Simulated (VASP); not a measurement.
# BaO (Fm-3m) in VASP: settings compared

The runs below take BaO through single point, with PBE, r2SCAN.

Everything below comes from runs of VASP 6.6.1. Logs are shortened: lines on timing, memory, paths and dates and some standing lists are left out, and cuts for length are marked.

**1. The cell of the first run**

Symmetry: Fm-3m, No. 225, cubic system. Conventional cell: a = 5.683 Å, b = 5.683 Å, c = 5.683 Å, α = 90.00°, β = 90.00°, γ = 90.00°. Within 3.7 Å of Ba (site symmetry m-3m) lie 6 O at 2.84 Å. O (site symmetry m-3m) has 6 Ba at 2.84 Å within 3.7 Å.

**2. Single point, PBE (22.94 Å³/atom)**

Contents of INCAR:

```
ALGO = Normal
EDIFF = 1E-6
ENCUT = 600
GGA = PE
GGA_COMPAT = False
ISIF = 2
ISMEAR = 0
LASPH = True
LCHARG = True
LELF = True
LREAL = False
LVHAR = True
LWAVE = False
NBANDS = 15
NELM = 120
PREC = Accurate
SIGMA = 0.01
```

Contents of KPOINTS:

```
k-points
0
Gamma
  6 6 6
```

Contents of POSCAR:

```
BaO
1.0
    0.0000000000      2.8413727842      2.8413727842
    2.8413727842      0.0000000000      2.8413727842
    2.8413727842      2.8413727842      0.0000000000
Ba O
1 1
Direct
    0.0000000000      0.0000000000      0.0000000000
    0.5000000000      0.5000000000      0.5000000000
```

Potentials or basis: VASP PAW PBE potentials, release 64 (Ba_sv, O).

Launch:

```
> cat potpaw_PBE.64/Ba_sv/POTCAR potpaw_PBE.64/O/POTCAR > POTCAR
> mpirun -np 1 vasp_std > vasp.out
```

OUTCAR:

```text
EDIFF = 1E-6
   ENCUT = 600
   GGA = PE
   ISIF = 2
   ISMEAR = 0
   LASPH = True
   LREAL = False
   NELM = 120
   PREC = Accurate

 ion  position               nearest neighbor table
   1  0.000  0.000  0.000-   2 2.84   2 2.84   2 2.84   2 2.84   2 2.84   2 2.84
   2  0.500  0.500  0.500-   1 2.84   1 2.84   1 2.84   1 2.84   1 2.84   1 2.84

  LATTYP: Found a face centered cubic cell.
 ALAT       =     5.6827455684

  Lattice vectors:

 A1 = (   0.0000000000,   2.8413727842,   2.8413727842)
 A2 = (   2.8413727842,   0.0000000000,   2.8413727842)
 A3 = (   2.8413727842,   2.8413727842,   0.0000000000)

Analysis of symmetry for initial positions (statically):
=====================================================================
 Subroutine PRICEL returns:
 Original cell was already a primitive cell.

 Routine SETGRP: Setting up the symmetry group for a
 face centered cubic supercell.

 Subroutine GETGRP returns: Found 48 space group operations
 (whereof 48 operations were pure point group operations)
 out of a pool of 48 trial point group operations.

The static configuration has the point symmetry O_h .

Analysis of symmetry for dynamics (positions and initial velocities):
=====================================================================
 Subroutine PRICEL returns:
 Original cell was already a primitive cell.

 Routine SETGRP: Setting up the symmetry group for a
 face centered cubic supercell.

 Subroutine GETGRP returns: Found 48 space group operations
 (whereof 48 operations were pure point group operations)
 out of a pool of 48 trial point group operations.

The dynamic configuration has the point symmetry O_h .

 Subroutine INISYM returns: Found 48 space group operations
 (whereof 48 operations are pure point group operations),
 and found     1 'primitive' translations

----------------------------------------------------------------------------------------

                                     Primitive cell

  volume of cell :      45.8791

  direct lattice vectors                    reciprocal lattice vectors
     0.000000000  2.841372784  2.841372784    -0.175971278  0.175971278  0.175971278
     2.841372784  0.000000000  2.841372784     0.175971278 -0.175971278  0.175971278
     2.841372784  2.841372784  0.000000000     0.175971278  0.175971278 -0.175971278

  length of vectors
     4.018307927  4.018307927  4.018307927     0.304791194  0.304791194  0.304791194

  position of ions in fractional coordinates (direct lattice)
     0.000000000  0.000000000  0.000000000
     0.500000000  0.500000000  0.500000000

  ion indices of the primitive-cell ions
   primitive index   ion index
                 1           1
                 2           2

----------------------------------------------------------------------------------------

 KPOINTS: k-points

Automatic generation of k-mesh.
 Grid dimensions read from file:
 generate k-points for:    6    6    6

 Generating k-lattice:

  Cartesian coordinates                     Fractional coordinates (reciprocal lattice)
    -0.029328546  0.029328546  0.029328546     0.166666667  0.000000000  0.000000000
     0.029328546 -0.029328546  0.029328546     0.000000000  0.166666667  0.000000000
     0.029328546  0.029328546 -0.029328546     0.000000000  0.000000000  0.166666667

  Length of vectors
     0.050798532  0.050798532  0.050798532

  Shift w.r.t. Gamma in fractional coordinates (k-lattice)
     0.000000000  0.000000000  0.000000000

 Subroutine IBZKPT returns following result:
 ===========================================

 Found     16 irreducible k-points:

 Following reciprocal coordinates:
            Coordinates               Weight
  0.000000  0.000000  0.000000      1.000000
  0.166667  0.000000  0.000000      8.000000
  0.333333  0.000000  0.000000      8.000000
  0.500000  0.000000  0.000000      4.000000
  0.166667  0.166667  0.000000      6.000000
  0.333333  0.166667  0.000000     24.000000
[... 8 lines left out ...]
 -0.333333  0.333333  0.166667     24.000000
 -0.333333  0.500000  0.166667     12.000000
   k-points           NKPTS =     16   k-points in BZ     NKDIM =     16   number of bands    NBANDS=     15
   number of dos      NEDOS =    301   number of ions     NIONS =      2
   total plane-waves  NPLWV =  32768
   dimension x,y,z NGX =    32 NGY =   32 NGZ =   32
   dimension x,y,z NGXF=    64 NGYF=   64 NGZF=   64
   ions per type =               1   1
   NGX,Y,Z   is equivalent  to a cutoff of  13.24, 13.24, 13.24 a.u.
   NGXF,Y,Z  is equivalent  to a cutoff of  26.48, 26.48, 26.48 a.u.
 SYSTEM =  unknown system
   PREC   = accura    normal or accurate (medium, high low for compatibility)
   ISTART =      0    job   : 0-new  1-cont  2-samecut
   ICHARG =      2    charge: 1-file 2-atom 10-const
   ISPIN  =      1    spin polarized calculation?
   LNONCOLLINEAR =      F non collinear calculations
   LSORBIT =      F    spin-orbit coupling
   LASPH  =      T    aspherical Exc in radial PAW
   ENCUT  =  600.0 eV  44.10 Ry    6.64 a.u.   8.03  8.03  8.03*2*pi/ulx,y,z
   NELM   =    120;   NELMIN=  2; NELMDL= -5     # of ELM steps
   EDIFF  = 0.1E-05   stopping-criterion for ELM
   LREAL  =      F    real-space projection
   EDIFFG = 0.1E-04   stopping-criterion for IOM
   NSW    =      0    number of steps for IOM
   IBRION =     -1    ionic relax: 0-MD 1-quasi-New 2-CG
   NFREE  =      0    steps in history (QN), initial steepest desc. (CG)
   ISIF   =      2    stress and relaxation
   ISYM   =      2    0-nonsym 1-usesym 2-fastsym
   POTIM  = 0.5000    time-step for ionic-motion
   TEBEG  =    0.0;   TEEND  =   0.0 temperature during run
   PSTRESS=    0.0 pullay stress
   NELECT =      16.0000    total number of electrons
   NUPDOWN=      -1.0000    fix difference up-down
   EMIN   =  10.00;   EMAX   =-10.00  energy-range for DOS
   EFERMI =   0.00;   METHOD = LEGACY
   ISMEAR =     0;   SIGMA  =   0.01  broadening in eV -4-tet -1-fermi 0-gaus
   EFERMI_NEDOS =   21; number of points for ismear=-14 and -15
   IALGO  =     38    algorithm
   IMIX   =      4    mixing-type and parameters
     AMIX     =   0.40;   BMIX     =  1.00
     AMIX_MAG =   1.60;   BMIX_MAG =  1.00
  volume/ion in A,a.u.               =      22.94       154.80
  Fermi-wavevector in a.u.,A,eV,Ry     =   1.152329  2.177587 18.066671  1.327863
  Thomas-Fermi vector in A             =   2.288981
   LORBIT       =      0    0 simple, 1 ext, 2 COOP (PROOUT), +10 PAW based schemes
   GGA     = PE    functional components
   LHFCALC =     F    Hartree Fock is set to
   AEXX    =    0.0000 exact exchange contribution
   IVDW    =     0    specifies the selected vdW correction
   LEPSILON=     F    determine dielectric tensor
   LRPA    =     F    only Hartree local field effects (RPA)
 non-spin polarized calculation
 Gauss-broadening in eV      SIGMA  =   0.01
  energy-cutoff  :      600.00
  volume of cell :       45.88
 maximum number of plane-waves:      1544
   NGX = 17   NGY = 17   NGZ = 17

 number of electron      16.0000004 magnetization

 Free energy of the ion-electron system (eV)
  ---------------------------------------------------
  ext. energy  EPLUGINS =         0.00000000
  ---------------------------------------------------
  free energy    TOTEN  =       -11.80034132 eV

  energy without entropy =      -11.80034132  energy(sigma->0) =      -11.80034132

 E-fermi :   1.4424     XC(G=0):  -9.2700

 val. band max:        1.3707387758   @ k =   0.5000   0.5000   0.0000
 cond. band min:       3.5750918305   @ k =   0.5000   0.5000   0.0000
 fundamental gap:      2.2043530547
 Fermi energy:         1.4424330075

 k-point     1 :       0.0000    0.0000    0.0000
  band No.  band energies     occupation
      1     -24.5702      2.00000
      2     -13.4263      2.00000
      3      -9.2153      2.00000
      4      -9.2153      2.00000
      5      -9.2153      2.00000
      6       1.2133      2.00000
      7       1.2133      2.00000
      8       1.2133      2.00000
      9       4.6004      0.00000
     10       6.0765      0.00000
     11       6.0765      0.00000
     12       6.0765      0.00000
     13       8.1554      0.00000
     14       8.1554      0.00000
     15      11.2698      0.00000

 k-point     2 :       0.1667    0.0000    0.0000
  band No.  band energies     occupation
      1     -24.5257      2.00000
      2     -13.5650      2.00000
      3      -9.2685      2.00000
      4      -9.2419      2.00000
      5      -9.2419      2.00000
      6       0.6999      2.00000
      7       0.9249      2.00000
      8       0.9249      2.00000
      9       5.5777      0.00000
     10       5.9678      0.00000
     11       6.5378      0.00000
     12       6.5378      0.00000
     13       8.7527      0.00000
     14       8.7527      0.00000
     15      12.7326      0.00000

 k-point     3 :       0.3333    0.0000    0.0000
  band No.  band energies     occupation
      1     -24.4343      2.00000
      2     -13.8430      2.00000
      3      -9.3648      2.00000
      4      -9.2936      2.00000
      5      -9.2936      2.00000
      6      -0.0350      2.00000
      7       0.4341      2.00000
      8       0.4341      2.00000
      9       5.9604      0.00000
     10       7.6329      0.00000
     11       7.6329      0.00000
     12       7.8254      0.00000
     13      10.1136      0.00000
     14      10.1136      0.00000
     15      14.6433      0.00000

 k-point     4 :       0.5000    0.0000    0.0000
  band No.  band energies     occupation
      1     -24.3874      2.00000
      2     -13.9823      2.00000
      3      -9.4084      2.00000
      4      -9.3188      2.00000
      5      -9.3188      2.00000
      6      -0.3371      2.00000
      7       0.2191      2.00000
      8       0.2191      2.00000
      9       6.2061      0.00000
     10       8.2921      0.00000
     11       8.2921      0.00000
     12       9.1286      0.00000
     13      11.3010      0.00000
     14      11.3010      0.00000
     15      14.4422      0.00000
[... 163 lines left out ...]
 k-point    14 :       0.5000    0.3333    0.1667
  band No.  band energies     occupation
      1     -24.3777      2.00000
      2     -13.7569      2.00000
      3      -9.7411      2.00000
      4      -9.7221      2.00000
      5      -9.3396      2.00000
      6       0.3590      2.00000
      7       0.5710      2.00000
      8       1.1427      2.00000
      9       5.1028      0.00000
     10       7.1982      0.00000
     11       8.2046      0.00000
     12       8.9671      0.00000
     13      10.1957      0.00000
     14      11.7918      0.00000
     15      13.6729      0.00000

 k-point    15 :      -0.3333    0.3333    0.1667
  band No.  band energies     occupation
      1     -24.3476      2.00000
      2     -13.7682      2.00000
      3      -9.8829      2.00000
      4      -9.8810      2.00000
      5      -9.3009      2.00000
      6       0.2297      2.00000
      7       0.9208      2.00000
      8       0.9561      2.00000
      9       6.0811      0.00000
     10       6.3165      0.00000
     11       8.3369      0.00000
     12       9.5721      0.00000
     13      10.7773      0.00000
     14      12.5771      0.00000
     15      13.2629      0.00000

 k-point    16 :      -0.3333    0.5000    0.1667
  band No.  band energies     occupation
      1     -24.3351      2.00000
      2     -13.6496      2.00000
      3     -10.2251      2.00000
      4      -9.8682      2.00000
      5      -9.3831      2.00000
      6       0.5547      2.00000
      7       1.2178      2.00000
      8       1.2808      2.00000
      9       4.7560      0.00000
     10       7.4061      0.00000
     11       7.7055      0.00000
     12      10.4405      0.00000
     13      10.6461      0.00000
     14      12.7646      0.00000
     15      13.0647      0.00000

------------------------ aborting loop because EDIFF is reached ----------------------------------------

  FORCE on cell =-STRESS in cart. coord.  units (eV):
  Direction    XX          YY          ZZ          XY          YZ          ZX
  --------------------------------------------------------------------------------------
  -------------------------------------------------------------------------------------
  Total       -0.6719152     -0.6719152     -0.6719152      0.0000000     -0.0000000      0.0000000
  in kB      -23.4644498    -23.4644498    -23.4644498      0.0000000     -0.0000000      0.0000000
  external PRESSURE =     -23.4644498 kB  Pullay stress =       0.0000000 kB

 VOLUME and BASIS-vectors are now :
 -----------------------------------------------------------------------------
  energy-cutoff  :      600.00
  volume of cell :       45.88
      direct lattice vectors                 reciprocal lattice vectors
     0.000000000  2.841372784  2.841372784    -0.175971278  0.175971278  0.175971278
     2.841372784  0.000000000  2.841372784     0.175971278 -0.175971278  0.175971278
     2.841372784  2.841372784  0.000000000     0.175971278  0.175971278 -0.175971278

 POSITION                                       TOTAL-FORCE (eV/Angst)
 -----------------------------------------------------------------------------------
      0.00000      0.00000      0.00000         0.000000      0.000000      0.000000
      2.84137      2.84137      2.84137        -0.000000     -0.000000     -0.000000
 -----------------------------------------------------------------------------------
    total drift:                                0.000000     -0.000000      0.000000

  FREE ENERGIE OF THE ION-ELECTRON SYSTEM (eV)
  ---------------------------------------------------
  free  energy   TOTEN  =       -11.8003413188 eV

  energy  without entropy=      -11.8003413188  energy(sigma->0) =      -11.80034132
```

It took 7.9 s on 1 thread of AMD EPYC 9R45 (Zen 5), shared host; peak memory 0.15 GiB.

What came out:

```
Free energy            : -11.8003 eV
Pressure               : -2.3 GPa
Band gap on the k mesh : 2.20 eV
```

Levels at points of the mesh, in eV from the valence-band top:
```
           k point  band 6  band 7  band 8  band 9  band 10  band 11
(0.00, 0.00, 0.00)   -0.16   -0.16   -0.16    3.23     4.71     4.71
(0.50, 0.00, 0.00)   -1.71   -1.15   -1.15    4.84     6.92     6.92
(0.50, 0.50, 0.00)   -0.05   -0.05    0.00    2.20     5.67     8.54
```

Caveat: spin-orbit coupling is left out, which moves the levels of the heavy elements. A k mesh can miss the band edges.

[end of part 1 of 2]
